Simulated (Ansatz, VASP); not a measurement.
## Two plane-wave programs on LuSi2Ge3

```
Lu Si Ge
1.0
     3.25146    1.87723    3.58846
    -3.25146    1.87723    3.58846
     0.00000   -3.75447    3.58846
Lu Si Ge
1 2 3
Direct
  0.50000 0.50000 0.50000
  0.85994 0.85994 0.85994
  0.14006 0.14006 0.14006
  0.18446 0.81554 0.00000
  0.00000 0.18446 0.81554
  0.81554 0.00000 0.18446
```

Alike in both runs: task single point; functional PBE; k mesh 3 × 3 × 3; occupations gaussian, width 0.1 eV; no spin polarisation.

|  | VASP | Ansatz |
| --- | --- | --- |
| version | VASP 6.6.1 | Ansatz 0.2.0 |
| potentials or method | VASP PAW PBE potentials, release 64 (Lu, Si, Ge_d), cutoff 520 eV | scalar-relativistic, plane waves, PAW |
| valence electrons in the cell | 75 | 75 |

|  | VASP | Ansatz | Ansatz less VASP |
| --- | --- | --- | --- |
| gap on the k mesh at the Fermi level (eV) | none | none | - |
| rms of the force components (eV/Å) | 12.294 | 12.292 | -0.0022 |

Atom by atom the forces differ by 0.032 eV/Å (rms over components). A gap of «none» marks a metal or a gap that the smearing closes.

The k mesh is coarse, so the values compare programs but aren't converged. Spin-orbit coupling is off throughout.
